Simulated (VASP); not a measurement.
Input of a VASP 6.6.1 run:

File INCAR:

```
SYSTEM = TaN
PREC     = Accurate       ! precision mode
ENCUT    = 520            ! plane-wave cutoff, eV
EDIFF    = 1E-7           ! SCF threshold, eV
ISMEAR   = 0              ! smearing method
SIGMA    = 0.15           ! smearing width, eV
LREAL    = .FALSE.        ! projectors in reciprocal space
LASPH    = .TRUE.         ! aspherical terms in the spheres
NELM     = 60             ! most SCF steps
ALGO     = Normal         ! electronic algorithm
ISIF     = 2              ! what is computed and relaxed
LWAVE    = .FALSE.        ! write WAVECAR
LCHARG   = .TRUE.         ! write CHGCAR
GGA      = PE             ! functional
LELF     = .TRUE.         ! ELF
LVHAR    = .TRUE.       
NBANDS   = 15             ! bands
```

Contents of KPOINTS:

```
Automatic mesh
0
G
  20 20 20
  0 0 0
```

Contents of POSCAR:

```
TaN
1.0
    0.2689523142      2.2901370400      2.2901370400
    2.2901370400      0.2689523142      2.2901370400
    2.2901370400      2.2901370400      0.2689523142
Ta N
1 1
Direct
    0.5000000000      0.5000000000      0.5000000000
    0.0000000000      0.0000000000      0.0000000000
```

Potentials or basis: VASP PAW PBE potentials, release 64 (Ta_pv, N).

Launch:

```sh
$ cat potpaw_PBE.64/Ta_pv/POTCAR potpaw_PBE.64/N/POTCAR > POTCAR
$ mpirun -np 1 vasp_std > vasp.out
```

(1) What does it give for the band gap on the k mesh?

(2) What does it give for the pressure?

Results:

(1) zero (band 8 reaches 11.07 eV, above the bottom of band 9 at 8.64 eV).

(2) 36.0 GPa.

Caveat: spin-orbit coupling is left out, which moves the levels of the heavy elements.
